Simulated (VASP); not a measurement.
Cr, 1 atom in the cell. It takes space group Immm (No. 71, orthorhombic). The conventional cell has a = 2.583 Å, b = 2.622 Å, c = 3.680 Å, α = 90.00°, β = 90.00°, γ = 90.00°. Cr (site symmetry mmm) has 12 Cr at 2.58 to 2.62 Å within 3.4 Å.  This cell differs from its parent crystal: strain +0.0150 x Voigt [0, 0, 0, 0, 0, 1].

| Property | Result |
| --- | --- |
| Program | VASP 6.6.1 |
| Task | single point |
| Functional | PBE |
| Potentials or basis | VASP PAW PBE potentials, release 64 (Cr_pv) |
| Cutoff | 520 eV |
| k mesh | 22 × 22 × 22 |
| Occupations | gaussian, width 0.15 eV |
| Spin | no spin polarisation |
| Dipole correction | no |
| Further INCAR settings | ALGO = Fast; EDIFF = 1e-06; NBANDS = 12 |

Potentials or basis: VASP PAW PBE potentials, release 64 (Cr_pv).

The run is started by

```sh
$ cat potpaw_PBE.64/Cr_pv/POTCAR > POTCAR
$ mpirun -np 1 vasp_std > vasp.out
```

Hardware: 1 thread of Intel(R) Xeon(R) Platinum 8488C (Sapphire Rapids), with other jobs on the host.

How long does it take, and how much memory?

Wall time 120 s on 1 thread of Intel(R) Xeon(R) Platinum 8488C (Sapphire Rapids), on a shared host, peak memory 0.31 GiB. Counts: scf iterations 12, k points 1530.
